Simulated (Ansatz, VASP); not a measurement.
## Hf2S in VASP and in Ansatz

```
Hf S
1.0
    -3.38143    0.00000    0.00000
    -1.69071   -2.92840    0.00000
     0.00000    0.00000   13.74095
Hf S
4 2
Direct
  0.66667 0.66667 0.76877
  0.33333 0.33333 0.34155
  0.66667 0.66667 0.51290
  0.33333 0.33333 0.08567
  0.00000 0.00000 0.64084
  0.00000 0.00000 0.21361
```

Alike in both runs: task single point; functional r2SCAN; k mesh 16 × 16 × 4; occupations gaussian, width 0.15 eV; no spin polarisation.

|  | VASP | Ansatz |
| --- | --- | --- |
| version | VASP 6.6.1 | Ansatz 0.2.0 |
| potentials or method | VASP PAW PBE potentials, release 64 (Hf_pv, S), cutoff 520 eV | scalar-relativistic, plane waves, PAW |
| valence electrons in the cell | 52 | 116 |

VASP gave:

| Property | Result |
| --- | --- |
| gap on the k mesh at the Fermi level (eV) | none |
| pressure (GPa) | -6.4 |
| traceless stress, the component that is largest in VASP (GPa) | 0.31 |
| rms of the force components (eV/Å) | 0.173 |

Task: Estimate Ansatz's values.

Result: gap on the k mesh at the Fermi level (eV): none; pressure (GPa): -5.7; traceless stress, the component that is largest in VASP (GPa): 0.31; rms of the force components (eV/Å): 0.194.

VASP's potentials were made for PBE, not for r2SCAN. Atom by atom the forces differ by 0.027 eV/Å (rms over components). A gap of «none» marks a metal or a gap that the smearing closes. With one functional, cell and mesh, what is left measures potentials, basis and numerics. VASP's potentials hold 52 valence electrons a cell and Ansatz's 116, so a difference there can come from the potentials and not from the codes.

Neither program's run includes spin-orbit coupling.
